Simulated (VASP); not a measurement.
Wanted: the native input for a VASP 6.6.1 run.

* Task: single point
* Functional: PBEsol
* Potentials or basis: VASP PAW PBE potentials, release 64 (Sb)
* Cutoff: 520 eV
* k mesh: 6 × 6 × 6
* Occupations: fermi-dirac, width 0.05 eV
* Spin: non-collinear spin, zero start, spin-orbit coupling
* Starting moments: [[0.0, 0.0, 0.0]] μB
* Dipole correction: no
* Further INCAR settings: ALGO = Normal; EDIFF = 1e-06; NBANDS = 16

The structure of Sb lies in POSCAR:

```
Sb
1.0
    3.1600000000      0.0000000000      0.0000000000
    0.0000000000      3.1600000000      0.0000000000
    0.0000000000      0.0000000000      3.1600000000
Sb
1
Direct
    0.0000000000      0.0000000000      0.0000000000
```

The input as run:

INCAR

```
PREC = Accurate ; ENCUT = 520
EDIFF = 1E-6 ; ISMEAR = -1
SIGMA = 0.05 ; LREAL = False
LASPH = True ; NELM = 150
ALGO = Normal ; ISIF = 2
LWAVE = False ; LCHARG = False
LNONCOLLINEAR = True ; MAGMOM = 0 0 0
LORBIT = 11 ; LSORBIT = True
GGA_COMPAT = False ; LORBMOM = True
GGA = PS ; NBANDS = 16
```

KPOINTS

```
regular mesh
0
Gamma
  6 6 6
```

Potentials or basis: VASP PAW PBE potentials, release 64 (Sb).

Run with:

```console
$ cat potpaw_PBE.64/Sb/POTCAR > POTCAR
$ mpirun -np 1 vasp_ncl > vasp.out
```

It gave:

```json
{
  "Pressure": "-4.3 GPa",
  "Net moment": "0.00 μB per cell",
  "Valence electrons inside the program's atomic spheres": "Sb 2.35"
}
```

Caveat: the PAW data sets were made with another functional, which shifts forces and pressure a little.

Wall time 13 s on 1 thread of Intel(R) Xeon(R) Platinum 8259CL CPU @ 2.50GHz (Skylake/Cascade Lake), on a shared host, peak memory 0.19 GiB.
